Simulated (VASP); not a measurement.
## Al16BN15 (a cell with a defect): single point with HSE06

Al16BN15 (a cell with a defect):

```
CELL_PARAMETERS angstrom
6.25951 0.00000 0.00000
-3.12976 5.42090 0.00000
0.00000 0.00000 10.03481
ATOMIC_POSITIONS crystal
Al 0.33520 0.16571 0.25329
Al 0.16690 0.33399 0.49729
Al 0.33281 0.16796 0.75208
Al 0.16657 0.33432 0.00416
Al 0.33540 0.67141 0.25250
Al 0.16875 0.83580 0.50248
Al 0.33260 0.66694 0.75245
Al 0.16296 0.83269 0.99627
Al 0.82944 0.16557 0.25242
Al 0.66525 0.33226 0.50246
Al 0.83395 0.16839 0.75253
Al 0.66799 0.33789 0.99628
Al 0.83298 0.66788 0.25447
Al 0.66344 0.83751 0.50228
Al 0.83265 0.66827 0.72728
Al 0.66749 0.83339 0.99651
N 0.33303 0.16810 0.44162
N 0.16793 0.33302 0.19248
N 0.33000 0.17055 0.94051
N 0.16742 0.33323 0.69039
N 0.33260 0.67183 0.44081
N 0.17177 0.83493 0.18290
N 0.32949 0.66460 0.94090
N 0.17890 0.83892 0.69773
N 0.82906 0.16829 0.44072
N 0.66597 0.32935 0.18289
N 0.83614 0.17147 0.94102
N 0.66188 0.32193 0.69778
N 0.66578 0.83495 0.18316
N 0.83135 0.66947 0.93217
N 0.66139 0.83972 0.69739
B 0.83130 0.66975 0.44851
```

- Program: VASP 6.6.1
- Task: single point
- Functional: HSE06
- Potentials or basis: VASP PAW PBE potentials, release 64 (Al, N, B)
- Cutoff: 520 eV
- k mesh: 1 × 1 × 1, shifted
- Occupations: fermi-dirac, width 0.01 eV
- Spin: no spin polarisation

```
Largest force : 0.071 eV/Å
```

Forces in eV/Å, atoms in the order of the input:
```
Al  -0.001  0.002  0.022
Al   0.011 -0.006  0.010
Al   0.021 -0.009  0.006
Al   0.006 -0.004  0.019
Al  -0.009  0.007  0.029
Al   0.065  0.025 -0.005
Al  -0.011  0.032  0.001
Al  -0.002 -0.002  0.049
Al  -0.007  0.005  0.028
Al   0.010 -0.071 -0.001
Al  -0.035 -0.006  0.004
Al   0.002  0.004  0.049
Al   0.001  0.002 -0.060
Al  -0.052  0.031  0.005
Al  -0.007  0.003  0.050
Al   0.018 -0.007  0.039
N    0.003 -0.003 -0.021
N    0.004 -0.003 -0.056
N   -0.001  0.002 -0.029
N    0.006 -0.001  0.028
N   -0.007  0.017 -0.020
N    0.009  0.003 -0.038
N   -0.003  0.013 -0.032
N   -0.009 -0.018 -0.001
N   -0.019 -0.004 -0.018
N    0.004 -0.015 -0.038
N   -0.012 -0.006 -0.033
N    0.007  0.017 -0.004
N   -0.004  0.002 -0.039
N   -0.004  0.001  0.064
N    0.018 -0.012  0.004
B   -0.005  0.001 -0.013
```

Levels at points of the mesh, in eV from the Fermi level:
```tsv
k point	band 60	band 61	band 62	band 63	band 64	band 65	band 66	band 67	band 68	band 69
(0.25, 0.25, 0.25)	-3.33	-3.08	-0.82	-0.54	-0.31	4.08	4.77	4.90	4.98	5.15
```

It took 4.7 min on 1 thread of AMD EPYC 7R13 Processor (Zen 3) (shared host), peak memory 0.56 GiB.

Caveat: the cell carries a net charge on a neutralising background, which shifts energy and pressure; the cell is charged against a uniform background, so pressure and absolute levels hang on convention; the PAW data sets were made with another functional, which shifts forces and pressure a little.
